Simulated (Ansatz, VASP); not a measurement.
## One calculation of Cs, two programs

Contents of POSCAR:

```
Cs
1.0
   -3.0560620584      3.0560620584      3.0560620584
    3.0560620584     -3.0560620584      3.0560620584
    3.0560620584      3.0560620584     -3.0560620584
Cs
1
Direct
    0.0000000000      0.0000000000      0.0000000000
```

File INCAR.step1:

```
SYSTEM = Cs
PREC = Accurate ; ENCUT = 520
ISMEAR = 0 ; SIGMA = 0.05
LREAL = .FALSE. ; LASPH = .TRUE.
NELM = 60 ; NBANDS = 10
GGA = PE ; ALGO = Normal
EDIFF = 1E-4 ; LWAVE = .TRUE.
LCHARG = .FALSE.
```

Contents of INCAR.step2:

```
SYSTEM = Cs
PREC = Accurate ; ENCUT = 520
EDIFF = 1E-6 ; ISMEAR = 0
SIGMA = 0.05 ; LREAL = .FALSE.
LASPH = .TRUE. ; NELM = 60
ALGO = Normal ; ISIF = 2
LWAVE = .FALSE. ; LCHARG = .FALSE.
METAGGA = R2SCAN ; LMIXTAU = .TRUE.
NBANDS = 10 ; ISTART = 1
```

KPOINTS

```
regular mesh
0
G
  10 10 10
  0 0 0
```

Input for Ansatz:

```yaml
crystal:
  lattice:
    - [-3.0560620584, 3.0560620584, 3.0560620584]
    - [3.0560620584, -3.0560620584, 3.0560620584]
    - [3.0560620584, 3.0560620584, -3.0560620584]
  atoms:
    - { symbol: Cs, position: [0.0, 0.0, 0.0] }
basis:
  ecutwfc: 500
  ecutrho_ratio: 4
kpoints:
  mp_grid: { grid: [10, 10, 10] }
hamiltonian:
  xc: r2scan
scf:
  occupations: { method: gaussian, width: 0.05 }
output:
  forces: true
  stress: true
  eigenvalues: true
```

Alike in both runs: task single point; functional r2SCAN; k mesh 10 × 10 × 10; occupations gaussian, width 0.05 eV; no spin polarisation.

|  | VASP | Ansatz |
| --- | --- | --- |
| version | VASP 6.6.1 | Ansatz 0.2.0 |
| potentials or method | VASP PAW PBE potentials, release 64 (Cs_sv), cutoff 520 eV | scalar-relativistic, plane waves, PAW |
| valence electrons in the cell | 9 | 9 |

|  | VASP | Ansatz | Ansatz less VASP |
| --- | --- | --- | --- |
| gap on the k mesh at the Fermi level (eV) | none | none | - |
| pressure (GPa) | 0.2 | 0.2 | +0.01 |

VASP's potentials were made for PBE, not for r2SCAN. A gap of «none» marks a metal or a gap that the smearing closes.

Neither program's run includes spin-orbit coupling.
